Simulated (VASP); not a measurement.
Write the native input for VASP 6.6.1 that does the following.

| Quantity | Value |
| --- | --- |
| Task | single point |
| Functional | r2SCAN |
| Potentials or basis | VASP PAW PBE potentials, release 64 (Na_pv, I) |
| Cutoff | 520 eV |
| k mesh | 6 × 6 × 4 |
| Occupations | gaussian, width 0.01 eV |
| Spin | no spin polarisation |
| Dipole correction | no |
| Further INCAR settings | ALGO = Normal; EDIFF = 1e-06; NBANDS = 22 |

NaI:

```
CELL_PARAMETERS angstrom
5.41644 0.00000 0.00000
-2.70822 4.69078 0.00000
0.00000 0.00000 6.46221
ATOMIC_POSITIONS crystal
Na 0.33333 0.66667 0.25000
Na 0.66667 0.33333 0.75000
I 0.66667 0.33333 0.25000
I 0.33333 0.66667 0.75000
```

These files were run (other wordings do the same):

POSCAR

```
NaI
1.0
    5.4164417949      0.0000000000      0.0000000000
   -2.7082208975      4.6907761925      0.0000000000
    0.0000000000      0.0000000000      6.4622146386
Na I
2 2
Direct
    0.3333333333      0.6666666667      0.2500000000
    0.6666666667      0.3333333333      0.7500000000
    0.6666666667      0.3333333333      0.2500000000
    0.3333333333      0.6666666667      0.7500000000
```

INCAR.step1

```
PREC = Accurate
ENCUT = 520
ISMEAR = 0
SIGMA = 0.01
LREAL = F
LASPH = T
NELM = 100
NBANDS = 22
GGA = PE
ALGO = Normal
EDIFF = 1E-4
LWAVE = T
LCHARG = F
```

INCAR.step2

```
PREC = Accurate
ENCUT = 520
EDIFF = 1E-6
ISMEAR = 0
SIGMA = 0.01
LREAL = F
LASPH = T
NELM = 100
ALGO = Normal
ISIF = 2
LWAVE = F
LCHARG = T
METAGGA = R2SCAN
LMIXTAU = T
LELF = T
LVHAR = T
NBANDS = 22
ISTART = 1
```

KPOINTS

```
regular mesh
0
Gamma
  6 6 4
```

Potentials or basis: VASP PAW PBE potentials, release 64 (Na_pv, I).

Launch:

```sh
$ cat potpaw_PBE.64/Na_pv/POTCAR potpaw_PBE.64/I/POTCAR > POTCAR
$ cp INCAR.step1 INCAR
$ mpirun -np 1 vasp_std > vasp.out
$ cp INCAR.step2 INCAR
$ mpirun -np 1 vasp_std > vasp.out
```

Results of the run:

| Quantity | Value |
| --- | --- |
| Pressure | -0.1 GPa |
| Band gap on the k mesh | 4.19 eV |

Caveat: the PAW data sets were made with another functional, which shifts forces and pressure a little; spin-orbit coupling is left out, which moves the levels of the heavy elements.

It took 4.5 min on 1 thread of Intel Xeon 8259CL, on a shared host, peak memory 0.32 GiB.
